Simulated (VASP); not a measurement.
Zr, 2 atoms in the cell. Symmetry: P6_3/mmc, No. 194, hexagonal system. Conventional cell: a = 2.387 Å, b = 2.387 Å, c = 4.265 Å, α = 90.00°, β = 90.00°, γ = 120.00°. Within 3.2 Å of Zr (site symmetry -6m2) lie 12 Zr at 2.39 to 2.54 Å. 

```yaml
Program: VASP 6.6.1
Task: single point
Functional: PBE
Potentials_or_basis: VASP PAW PBE potentials, release 64 (Zr_sv)
Cutoff: 520 eV
k_mesh: 15 × 15 × 8
Occupations: fermi-dirac, width 0.05 eV
Spin: no spin polarisation
Dipole_correction: no
k_mesh_for_the_DOS: 23 × 23 × 12
Occupations_for_the_DOS: tetrahedron
Further_INCAR_settings: ALGO = Normal; EDIFF = 1e-06; NBANDS = 19
```

Potentials or basis: VASP PAW PBE potentials, release 64 (Zr_sv).

The run is started by

```console
$ cat potpaw_PBE.64/Zr_sv/POTCAR > POTCAR
$ cp INCAR.step1 INCAR
$ cp KPOINTS.step1 KPOINTS
$ mpirun -np 1 vasp_std > vasp.out
$ cp INCAR.step2 INCAR
$ cp KPOINTS.step2 KPOINTS
$ mpirun -np 1 vasp_std > vasp.out
```

Hardware: 1 thread of Intel Xeon 8259CL, with other jobs on the host.

Problem. Estimate the wall time of this run.

Solution. Wall time 2.3 min on 1 thread of Intel Xeon 8259CL, on a shared host, peak memory 0.25 GiB. Counts: k points 392.
